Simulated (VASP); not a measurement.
Input of a VASP 6.6.1 run:

File INCAR:

```
SYSTEM = CsSnI3
PREC = Accurate
ENCUT = 520
EDIFF = 1E-7
ISMEAR = 0
SIGMA = 0.01
LREAL = .False.
LASPH = .True.
NELM = 60
ALGO = Normal
ISIF = 2
LWAVE = .False.
LCHARG = .False.
GGA = PE
NBANDS = 30
```

Contents of KPOINTS:

```
regular mesh
0
Gamma
  4 4 4
  0 0 0
```

POSCAR

```
CsSnI3
1.0
    6.1712308105      0.0000000000      0.0000000000
    0.0000000000      6.1712308105      0.0000000000
    0.0000000000      0.0000000000      6.1712308105
Cs Sn I
1 1 3
Direct
    0.0000000000      0.0000000000      0.0000000000
    0.5000000000      0.5000000000      0.5000000000
    0.0000000000      0.5000000000      0.5000000000
    0.5000000000      0.0000000000      0.5000000000
    0.5000000000      0.5000000000      0.0000000000
```

Potentials or basis: VASP PAW PBE potentials, release 64 (Cs_sv, Sn_d, I).

Command:

```bash
$ cat potpaw_PBE.64/Cs_sv/POTCAR potpaw_PBE.64/Sn_d/POTCAR potpaw_PBE.64/I/POTCAR > POTCAR
$ mpirun -np 1 vasp_std > vasp.out
```

(1) Predict the pressure.

(2) What does it give for the band gap on the k mesh?

Results:

(1) 1.1 GPa.

(2) 0.22 eV, direct.

Caveat: spin-orbit coupling is left out, which moves the levels of the heavy elements.
